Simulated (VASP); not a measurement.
Here is a VASP 6.6.1 calculation.

Contents of INCAR:

```
  PREC = Accurate
  ENCUT = 600
  EDIFF = 1E-6
  ISMEAR = -1
  SIGMA = 0.1
  LREAL = False
  LASPH = True
  NELM = 80
  ALGO = Normal
  ISIF = 3
  LWAVE = False
  LCHARG = False
  GGA = CA
  IBRION = 2
  NSW = 80
  EDIFFG = -0.01
```

Contents of KPOINTS:

```
Automatic mesh
0
Gamma
  10 10 10
```

File POSCAR:

```
Ca
1.0
   -2.2177580097      2.2177580097      2.2177580097
    2.2177580097     -2.2177580097      2.2177580097
    2.2177580097      2.2177580097     -2.2177580097
Ca
1
Direct
    0.0000000000      0.0000000000      0.0000000000
```

Potentials or basis: VASP PAW LDA potentials, release 64 (Ca_sv).

Command:

```console
$ cat potpaw_LDA.64/Ca_sv/POTCAR > POTCAR
$ mpirun -np 1 vasp_std > vasp.out
```

Q: What does it give for the space group after relaxing (to 0.1 Å)?

A: Im-3m (No. 229).

Q: Estimate the relaxed cell.

A: a = 3.663 Å, b = 3.663 Å, c = 3.663 Å, α = 109.47°, β = 109.47°, γ = 109.47°.

Final structure:
```cif
data_structure
_symmetry_space_group_name_H-M 'P 1'
_symmetry_Int_Tables_number 1
_cell_length_a 3.6632
_cell_length_b 3.6632
_cell_length_c 3.6632
_cell_angle_alpha 109.471
_cell_angle_beta 109.471
_cell_angle_gamma 109.471
_cell_volume 37.84
loop_
_atom_site_label
_atom_site_type_symbol
_atom_site_fract_x
_atom_site_fract_y
_atom_site_fract_z
_atom_site_occupancy
Ca1 Ca 0.00000 0.00000 0.00000 1
```
